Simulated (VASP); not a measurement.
**CdH2: single point with r2SCAN**

The system is CdH2.

```xyz
3
Lattice="0.0000 2.5272 2.5272 2.5272 0.0000 2.5272 2.5272 2.5272 0.0000" Properties=species:S:1:pos:R:3 pbc="T T T"
Cd    0.0000    0.0000    0.0000
H     1.2636    1.2636    1.2636
H     3.7908    3.7908    3.7908
```

| Quantity | Value |
| --- | --- |
| Program | VASP 6.6.1 |
| Task | single point |
| Functional | r2SCAN |
| Potentials or basis | VASP PAW PBE potentials, release 64 (Cd, H) |
| Cutoff | 520 eV |
| k mesh | 8 × 8 × 8 |
| Occupations | fermi-dirac, width 0.02 eV |
| Spin | no spin polarisation |
| Dipole correction | no |
| Further INCAR settings | ALGO = Normal; EDIFF = 1e-06; NBANDS = 14 |

```yaml
Pressure: 0.4 GPa
Band_gap_on_the_k_mesh: zero (band 7 reaches 1.76 eV, above the bottom of band 8 at 1.16 eV)
```

Levels at points of the mesh, in eV from the Fermi level:
```
           k point  band 4  band 5  band 6  band 7  band 8  band 9  band 10  band 11
(0.00, 0.00, 0.00)   -9.20   -8.94   -8.94    0.20   11.17   11.23    11.23    11.23
(0.50, 0.00, 0.00)   -8.78   -8.78   -5.39   -4.55    5.85    6.30     8.52     8.52
(0.50, 0.50, 0.00)   -8.76   -8.76   -5.59   -0.57   -0.07    4.45     4.45     8.23
```

Wall time 52 s on 1 thread of Intel(R) Xeon(R) Platinum 8488C (Sapphire Rapids), on a shared host, peak memory 0.16 GiB.

Caveat: the PAW data sets were made with another functional, which shifts forces and pressure a little.
